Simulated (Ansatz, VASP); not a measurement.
## Two plane-wave programs on Ag

```
Ag
1.0
    -2.86706    0.00000    0.00000
     0.00000    0.00000   -4.69071
     0.00000   -4.96590    0.00000
Ag
4
Direct
  0.50000 0.76599 0.16667
  0.00000 0.73401 0.66667
  0.00000 0.26599 0.33333
  0.50000 0.23401 0.83333
```

Change from the starting cell: mode 7 (91.3 1/cm) frozen in, largest displacement +0.075 Å.

Alike in both runs: task single point; functional PBEsol; k mesh 20 × 14 × 12; occupations gaussian, width 0.15 eV; no spin polarisation.

|  | VASP | Ansatz |
| --- | --- | --- |
| version | VASP 6.6.1 | Ansatz 0.2.0 |
| potentials or method | VASP PAW PBE potentials, release 64 (Ag), cutoff 500 eV | scalar-relativistic, plane waves, PAW |
| valence electrons in the cell | 44 | 76 |

VASP gave:

```
gap on the k mesh at the Fermi level (eV)                     : none
pressure (GPa)                                                : 0.2
traceless stress, the component that is largest in VASP (GPa) : 0.76
rms of the force components (eV/Å)                            : 0.156
```

What did Ansatz give for the same quantities?

gap on the k mesh at the Fermi level (eV): none; pressure (GPa): 0.3; traceless stress, the component that is largest in VASP (GPa): 0.77; rms of the force components (eV/Å): 0.157.

VASP's potentials were made for PBE, not for PBEsol. Atom by atom the forces differ by 0.002 eV/Å (rms over components). A gap of «none» marks a metal or a gap that the smearing closes. VASP's potentials hold 44 valence electrons a cell and Ansatz's 76, so a difference there can come from the potentials and not from the codes.
